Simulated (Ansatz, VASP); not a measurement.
## Au: VASP beside Ansatz

POSCAR

```
Au
1.0
    0.0000000000      2.0585000000      2.0585000000
    2.0585000000      0.0000000000      2.0585000000
    2.0585000000      2.0585000000      0.0000000000
Au
1
Direct
    0.0000000000      0.0000000000      0.0000000000
```

The input INCAR.step1:

```
PREC     = Accurate       # precision mode
ENCUT    = 550            # plane-wave cutoff, eV
ISMEAR   = 0              # smearing method
SIGMA    = 0.1            # smearing width, eV
LREAL    = F              # projectors in reciprocal space
LASPH    = T              # aspherical terms in the spheres
NELM     = 120            # most SCF steps
NBANDS   = 16             # bands
GGA      = PE             # functional
ALGO     = Normal         # electronic algorithm
EDIFF    = 1E-5           # SCF threshold, eV
LWAVE    = T              # write WAVECAR
LCHARG   = F              # write CHGCAR
GGA_COMPAT= F
```

Contents of INCAR.step2:

```
PREC     = Accurate       # precision mode
ENCUT    = 550            # plane-wave cutoff, eV
EDIFF    = 1E-6           # SCF threshold, eV
ISMEAR   = 0              # smearing method
SIGMA    = 0.1            # smearing width, eV
LREAL    = F              # projectors in reciprocal space
LASPH    = T              # aspherical terms in the spheres
NELM     = 120            # most SCF steps
ALGO     = Normal         # electronic algorithm
ISIF     = 2              # what is computed and relaxed
LWAVE    = F              # write WAVECAR
LCHARG   = T              # write CHGCAR
METAGGA  = R2SCAN         # meta-GGA
LMIXTAU  = T            
LUSE_VDW = T            
IVDW_NL  = 2            
BPARAM   = 11.95        
CPARAM   = 0.0093       
LELF     = T              # ELF
LVHAR    = T            
NBANDS   = 16             # bands
ISTART   = 1            
GGA_COMPAT= F
```

KPOINTS

```
Automatic mesh
0
Gamma
  8 8 8
```

Input for Ansatz:

```yaml
crystal:
  lattice:
    - [0.0, 2.0585, 2.0585]
    - [2.0585, 0.0, 2.0585]
    - [2.0585, 2.0585, 0.0]
  atoms:
    - { symbol: Au, position: [0.0, 0.0, 0.0] }
basis:
  ecutwfc: 500
kpoints:
  mp_grid: { grid: [8, 8, 8] }
hamiltonian:
  xc: r2scan
  dispersion: rvv10
  pseudopotentials: { kind: paw, azcp: { folder: soft_1 } }
scf:
  occupations: { method: gaussian, width: 0.1 }
output:
  forces: true
  stress: true
  eigenvalues: true
```

Alike in both runs: task single point; functional r2SCAN; dispersion rVV10; k mesh 8 × 8 × 8; occupations gaussian, width 0.1 eV; no spin polarisation.

|  | VASP | Ansatz |
| --- | --- | --- |
| version | VASP 6.6.1 | Ansatz 0.2.0 |
| potentials or method | VASP PAW PBE potentials, release 64 (Au_sv_GW), cutoff 550 eV | scalar-relativistic, plane waves, PAW |
| valence electrons in the cell | 19 | 19 |

Ansatz gave:

```
gap on the k mesh at the Fermi level (eV) : none
pressure (GPa)                            : -1.2
```

Q: What did VASP give for the same quantities?

A: gap on the k mesh at the Fermi level (eV): none; pressure (GPa): -1.1.

VASP's potentials were made for PBE, not for r2SCAN. A gap of «none» marks a metal or a gap that the smearing closes.

Neither program's run includes spin-orbit coupling.
